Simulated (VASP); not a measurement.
C: relaxation of cell and atoms with PBEsol

Crystal: C.

```
C
1.0
    -1.23094    1.23094    1.87269
     1.23094   -1.23094    1.87269
     1.23094    1.23094   -1.87269
C
1
Direct
  0.00000 0.00000 0.00000
```

```
Program                : VASP 6.6.1
Task                   : relaxation of cell and atoms
Functional             : PBEsol
Potentials or basis    : VASP PAW PBE potentials, release 64 (C)
Cutoff                 : 600 eV
k mesh                 : 10 × 10 × 10
Occupations            : gaussian, width 0.1 eV
Spin                   : no spin polarisation
Dipole correction      : no
Further INCAR settings : ALGO = Normal; EDIFF = 1e-07; IBRION = 2; EDIFFG = -0.04; NSW = 90; ISIF = 3
```

```json
{"Relaxed volume": "7.26 Å³/atom", "Relaxed cell": "a = 3.029 Å, b = 3.029 Å, c = 3.029 Å, α = 149.23°, β = 149.23°, γ = 44.07°", "Space group after relaxing (to 0.05 Å)": "I4/mmm (No. 139)", "Energy gained by relaxing": "2566.9 meV/atom", "Ionic steps": "27", "Pressure after relaxing": "-0.4 GPa", "Band gap on the k mesh": "zero (band 2 reaches 7.79 eV, above the bottom of band 3 at 5.14 eV)"}
```

Stress tensor (GPa, compression positive):
```
-0.58  0.00  0.00
 0.00 -0.58  0.00
 0.00  0.00  0.10
```

Step by step:
| step | energy change (eV) | largest force (eV/Å) | pressure (GPa) | volume (Å³) |
| --- | --- | --- | --- | --- |
| 1 | 0.0000 | 0.0000 | -34.35 | 11.35 |
| 2 | -0.6695 | 0.0000 | -17.95 | 7.80 |
| 3 | -0.7321 | 0.0000 | -3.27 | 6.98 |
| 4 | -0.7342 | 0.0000 | 2.07 | 6.78 |
| 5 | -0.7341 | 0.0000 | -0.09 | 6.86 |
| 6 | -0.8223 | 0.0000 | -1.41 | 6.69 |
| 7 | -1.6538 | 0.0000 | -9.74 | 6.04 |
| 8 | -0.6160 | 0.0000 | 340.15 | 4.37 |
| 9 | -1.9559 | 0.0000 | 22.21 | 5.63 |
| 10 | -1.9758 | 0.0000 | 41.69 | 5.45 |
| 11 | -1.8608 | 0.0000 | 136.57 | 4.93 |
| 12 | -1.9847 | 0.0000 | 66.65 | 5.27 |
| 13 | -1.9668 | 0.0000 | 95.58 | 5.10 |
| 14 | -1.9747 | 0.0000 | 98.20 | 5.10 |
| 15 | -1.9872 | 0.0000 | 106.77 | 5.10 |
| 16 | -1.9850 | 0.0000 | 125.31 | 5.09 |
| 17 | -1.9942 | 0.0000 | 114.61 | 5.10 |
| 18 | -2.0186 | 0.0000 | 111.37 | 5.13 |
| 19 | -2.0874 | 0.0000 | 101.97 | 5.23 |
| 20 | -2.2022 | 0.0000 | 85.18 | 5.43 |
| 21 | -2.3665 | 0.0000 | 58.60 | 5.85 |
| 22 | -2.5367 | 0.0000 | 21.50 | 6.72 |
| 23 | -2.4371 | 0.0000 | -22.26 | 8.62 |
| 24 | -2.5620 | 0.0000 | 4.72 | 7.28 |
| 25 | -2.5620 | 0.0000 | 5.94 | 7.23 |
| 26 | -2.5650 | 0.0000 | 3.52 | 7.24 |
| 27 | -2.5669 | 0.0000 | -0.35 | 7.26 |

Final structure:
```
CELL_PARAMETERS angstrom
-0.80373 0.80373 2.80802
0.80373 -0.80373 2.80802
0.80373 0.80373 -2.80802
ATOMIC_POSITIONS crystal
C 0.00000 0.00000 0.00000
```

Levels at points of the mesh, in eV from the Fermi level:
```csv
k point,band 1,band 2,band 3,band 4,band 5,band 6
"(0.00, 0.00, 0.00)",-20.46,-4.94,6.08,15.81,15.81,38.33
"(0.50, 0.00, 0.00)",-10.95,-6.85,1.52,12.29,19.98,22.28
"(0.50, 0.50, 0.00)",-3.46,-3.20,7.88,8.63,13.56,22.68
"(0.50, 0.50, 0.50)",-19.40,-9.69,15.71,15.71,16.98,27.23
```

Run time: 68 s on 1 thread of Intel Xeon 6975P-C, with other jobs on the host, peak memory 0.13 GiB.

Caveat: the k points lie up to 0.55 Å⁻¹ apart in the final cell; the volume moved by over 15 % at a fixed basis, so the end points are rough; the PAW data sets were made with another functional, which shifts forces and pressure a little.
